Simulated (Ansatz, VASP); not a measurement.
# One calculation of BeS, two programs

```xyz
2
Lattice="0.0000 2.3113 2.5042 2.5042 0.0000 2.5042 2.5042 2.3113 0.0000" Properties=species:S:1:pos:R:3 pbc="T T T"
Be    0.0000    0.0000    0.0000
S     3.7562    3.4670    3.7562
```

Alike in both runs: task single point; functional PBEsol; k mesh 10 × 10 × 10; occupations gaussian, width 0.05 eV; no spin polarisation.

|  | VASP | Ansatz |
| --- | --- | --- |
| version | VASP 6.6.1 | Ansatz 0.2.0 |
| potentials or method | VASP PAW PBE potentials, release 64 (Be, S), cutoff 520 eV | scalar-relativistic, plane waves, PAW |
| valence electrons in the cell | 8 | 8 |

|  | VASP | Ansatz | Ansatz less VASP |
| --- | --- | --- | --- |
| gap on the k mesh at the Fermi level (eV) | 2.36 | 2.36 | -0.004 |
| least direct gap on the mesh (eV) | 5.30 | 5.30 | -0.003 |
| pressure (GPa) | -2.1 | -2.3 | -0.15 |
| traceless stress, the component that is largest in VASP (GPa) | 4.29 | 4.32 | +0.024 |

VASP's potentials were made for PBE, not for PBEsol.
